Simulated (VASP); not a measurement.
A run of VASP 6.6.1 is set up as follows.

The input INCAR:

```
  PREC = Accurate
  ENCUT = 520
  EDIFF = 1E-6
  ISMEAR = -1
  SIGMA = 0.02
  LREAL = F
  LASPH = T
  NELM = 80
  ALGO = Normal
  ISIF = 2
  LWAVE = F
  LCHARG = F
  GGA = PE
  NBANDS = 9
```

Contents of KPOINTS:

```
Automatic mesh
0
Gamma
  10 10 10
```

File POSCAR:

```
LiH
1.0
    0.0000000000      1.8861585274      1.9984726927
    1.8861585274      0.0000000000      1.9984726927
    1.8861585274      1.8861585274      0.0000000000
Li H
1 1
Direct
    0.0000000000      0.0000000000      0.0000000000
    0.5000000000      0.5000000000      0.5000000000
```

Potentials or basis: VASP PAW PBE potentials, release 64 (Li_sv, H).

Run with:

```sh
$ cat potpaw_PBE.64/Li_sv/POTCAR potpaw_PBE.64/H/POTCAR > POTCAR
$ mpirun -np 1 vasp_std > vasp.out
```

(1) Estimate the band gap on the k mesh.

Results:

(1) 2.17 eV, indirect (least direct gap 2.65 eV).

Caveat: the cell differs from its parent crystal (biaxial xy strain -5.6%).
